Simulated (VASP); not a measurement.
NaF (Villiaumite):

```xyz
2
Lattice="0.0000 2.2972 2.2972 2.3207 0.0000 2.2972 2.3207 2.2972 0.0000" Properties=species:S:1:pos:R:3 pbc="T T T"
Na    0.0000    0.0000    0.0000
F     2.3207    2.2972    2.2972
```

This cell differs from its parent crystal: uniaxial x strain +1.0%.

Base run:

| Property | Result |
| --- | --- |
| Program | VASP 6.6.1 |
| Functional | PBE |
| Potentials or basis | VASP PAW PBE potentials, release 64 (Na_pv, F) |
| Cutoff | 520 eV |
| k mesh | 10 × 10 × 10 |
| Occupations | fermi-dirac, width 0.02 eV |
| Spin | no spin polarisation |

Its results: band gap on the k mesh 6.38 eV, direct; pressure 2.9 GPa.

Problem. The run is repeated on the same cell with these changes: functional from PBE to r2SCAN; occupations from fermi-dirac, width 0.02 eV to gaussian, width 0.01 eV. What comes out?

Solution. Band gap on the k mesh 7.26 eV, direct; pressure -1.3 GPa.

Caveats: the PAW data sets were made with another functional, which shifts forces and pressure a little (some runs).

A k mesh can miss the band edges.
